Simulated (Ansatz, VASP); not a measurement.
# One calculation of Mg, two programs

```
CELL_PARAMETERS angstrom
0.00000 2.21392 2.21392
2.21392 0.00000 2.21392
2.21392 2.21392 0.00000
ATOMIC_POSITIONS crystal
Mg 0.00000 0.00000 0.00000
```

Change from the starting cell: volume scaled by 0.96.

Alike in both runs: task single point; functional LDA; k mesh 16 × 16 × 16; occupations fermi-dirac, width 0.03 eV; no spin polarisation.

|  | VASP | Ansatz |
| --- | --- | --- |
| version | VASP 6.6.1 | Ansatz 0.2.0 |
| potentials or method | VASP PAW LDA potentials, release 64 (Mg), cutoff 520 eV | all-electron LAPW, scalar-relativistic |

Ansatz gave:

| Quantity | Value |
| --- | --- |
| pressure (GPa) | 0.2 |

Estimate VASP's values.

pressure (GPa): -0.2.

LDA's correlation is that of Perdew and Zunger in VASP and of Perdew and Wang (1992) in Ansatz. Ansatz ran all-electron here, and VASP with PAW potentials.
